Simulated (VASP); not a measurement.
# BN (P6_3mc) in VASP: further runs, part 2 of 2

VASP 6.6.1. Earlier steps stand in the parts before.

### 3 Single point, PBE (Ga replaced by B, lengths x 0.882, strained)

Contents of INCAR:

```
PREC = Accurate
ENCUT = 520
EDIFF = 1E-6
ISMEAR = 0
SIGMA = 0.02
LREAL = F
LASPH = T
NELM = 80
ALGO = Normal
ISIF = 2
LWAVE = F
LCHARG = T
GGA = PE
LELF = T
LVHAR = T
NBANDS = 16
```

Contents of KPOINTS:

```
Automatic mesh
0
Gamma
  9 9 6
```

Contents of POSCAR:

```
BN
1.0
    2.7788399352      0.0000000000      0.0000000000
   -1.3894199677      2.4065459770      0.0000000000
    0.0000000000      0.0000000000      4.4459688622
B N
2 2
Direct
    0.3333333333      0.6666666667     -0.0058072009
    0.6666666667      0.3333333333      0.4941927991
    0.3333333333      0.6666666667      0.3808072009
    0.6666666667      0.3333333333      0.8808072009
```

Potentials or basis: VASP PAW PBE potentials, release 64 (B, N).

The run is started by

```sh
> cat potpaw_PBE.64/B/POTCAR potpaw_PBE.64/N/POTCAR > POTCAR
> mpirun -np 1 vasp_std > vasp.out
```

OUTCAR:

```text
PREC = Accurate
   ENCUT = 520
   EDIFF = 1E-6
   ISMEAR = 0
   LREAL = F
   LASPH = T
   NELM = 80
   ISIF = 2
   GGA = PE

 ion  position               nearest neighbor table
   1  0.333  0.667  0.994-   4 1.68   4 1.68   4 1.68   3 1.72
   2  0.667  0.333  0.494-   3 1.68   3 1.68   3 1.68   4 1.72
   3  0.333  0.667  0.381-   2 1.68   2 1.68   2 1.68   1 1.72
   4  0.667  0.333  0.881-   1 1.68   1 1.68   1 1.68   2 1.72

  LATTYP: Found a hexagonal cell.
 ALAT       =     2.7788399352
 C/A-ratio  =     1.5999370118

  Lattice vectors:

 A1 = (   2.7788399352,   0.0000000000,   0.0000000000)
 A2 = (  -1.3894199677,   2.4065459770,   0.0000000000)
 A3 = (   0.0000000000,   0.0000000000,   4.4459688622)

Analysis of symmetry for initial positions (statically):
=====================================================================
 Subroutine PRICEL returns:
 Original cell was already a primitive cell.

 Routine SETGRP: Setting up the symmetry group for a
 hexagonal supercell.

 Subroutine GETGRP returns: Found 12 space group operations
 (whereof  6 operations were pure point group operations)
 out of a pool of 24 trial point group operations.

The static configuration has the point symmetry C_3v.
 The point group associated with its full space group is C_6v.

Analysis of symmetry for dynamics (positions and initial velocities):
=====================================================================
 Subroutine PRICEL returns:
 Original cell was already a primitive cell.

 Routine SETGRP: Setting up the symmetry group for a
 hexagonal supercell.

 Subroutine GETGRP returns: Found 12 space group operations
 (whereof  6 operations were pure point group operations)
 out of a pool of 24 trial point group operations.

The dynamic configuration has the point symmetry C_3v.
 The point group associated with its full space group is C_6v.

[... 123 lines left out ...]
  volume/ion in A,a.u.               =       7.43        50.16
  Fermi-wavevector in a.u.,A,eV,Ry     =   1.331599  2.516357 24.125250  1.773156
  Thomas-Fermi vector in A             =   2.460598
   LORBIT       =      0    0 simple, 1 ext, 2 COOP (PROOUT), +10 PAW based schemes
   GGA     = PE    functional components
   LHFCALC =     F    Hartree Fock is set to
   AEXX    =    0.0000 exact exchange contribution
   IVDW    =     0    specifies the selected vdW correction
   LEPSILON=     F    determine dielectric tensor
   LRPA    =     F    only Hartree local field effects (RPA)
 non-spin polarized calculation
 Gauss-broadening in eV      SIGMA  =   0.02
  energy-cutoff  :      520.00
  volume of cell :       29.73
 maximum number of plane-waves:       814
 NGX is ok and might be reduce to    24
   NGX = 11   NGY = 11   NGZ = 17

 number of electron      16.0000000 magnetization

 Free energy of the ion-electron system (eV)
  ---------------------------------------------------
  ext. energy  EPLUGINS =         0.00000000
  ---------------------------------------------------
  free energy    TOTEN  =       -33.58101293 eV

  energy without entropy =      -33.58101293  energy(sigma->0) =      -33.58101293

 E-fermi :   5.2958     XC(G=0): -11.7093

 val. band max:        5.2130519160   @ k =   0.0000   0.0000   0.0000
 cond. band min:      10.4715219834   @ k =   0.4444   0.0000   0.0000
 fundamental gap:      5.2584700675
 Fermi energy:         5.2958081668

 k-point     1 :       0.0000    0.0000    0.0000
  band No.  band energies     occupation
      1     -13.0442      2.00000
      2      -9.6589      2.00000
      3      -3.7829      2.00000
      4       2.9599      2.00000
      5       2.9599      2.00000
      6       4.7320      2.00000
[... 433 lines left out ...]
      3      -2.2530      2.00000
      4      -1.8326      2.00000
      5      -1.8326      2.00000
      6       0.3898      2.00000
[... 8 lines left out ...]
     15      17.6658      0.00000
     16      17.6658      0.00000

 [... further k-points ...]

------------------------ aborting loop because EDIFF is reached ----------------------------------------

  FORCE on cell =-STRESS in cart. coord.  units (eV):
  Direction    XX          YY          ZZ          XY          YZ          ZX
  --------------------------------------------------------------------------------------
  -------------------------------------------------------------------------------------
  Total      -11.3989782    -11.3989782     -7.1073789      0.0000000      0.0000000      0.0000000
  in kB     -614.2602267   -614.2602268   -382.9974998      0.0000000      0.0000000      0.0000000
  external PRESSURE =    -537.1726511 kB  Pullay stress =       0.0000000 kB

 VOLUME and BASIS-vectors are now :
 -----------------------------------------------------------------------------
  energy-cutoff  :      520.00
  volume of cell :       29.73
      direct lattice vectors                 reciprocal lattice vectors
     2.778839935  0.000000000  0.000000000     0.359862397  0.207766652  0.000000000
    -1.389419968  2.406545977  0.000000000     0.000000000  0.415533304  0.000000000
     0.000000000  0.000000000  4.445968862     0.000000000  0.000000000  0.224922853

 POSITION                                       TOTAL-FORCE (eV/Angst)
 -----------------------------------------------------------------------------------
     -0.00000      1.60436      4.42015         0.000000     -0.000000      0.812610
      1.38942      0.80218      2.19717        -0.000000      0.000000      0.812610
     -0.00000      1.60436      1.69306        -0.000000      0.000000     -0.812610
      1.38942      0.80218      3.91604         0.000000     -0.000000     -0.812610
 -----------------------------------------------------------------------------------
    total drift:                               -0.000000     -0.000000     -0.000143

  FREE ENERGIE OF THE ION-ELECTRON SYSTEM (eV)
  ---------------------------------------------------
  free  energy   TOTEN  =       -33.5810129341 eV

  energy  without entropy=      -33.5810129341  energy(sigma->0) =      -33.58101293
```

It took 8.5 s on 1 thread of Intel Xeon 6975P-C (Granite Rapids), shared host; peak memory 0.15 GiB.

Results:

| Item | Value |
| --- | --- |
| Free energy | -33.5810 eV |
| Pressure | -53.7 GPa |
| Largest force | 0.813 eV/Å |
| Band gap on the k mesh | 5.26 eV, indirect (least direct gap 6.02 eV) |

Forces on the atoms (eV/Å):
```
B    0.000  0.000  0.813
B    0.000  0.000  0.813
N    0.000  0.000 -0.813
N    0.000  0.000 -0.813
```

Caveat: the cell differs from its parent crystal (Ga replaced by B, lengths x 0.882, strained).
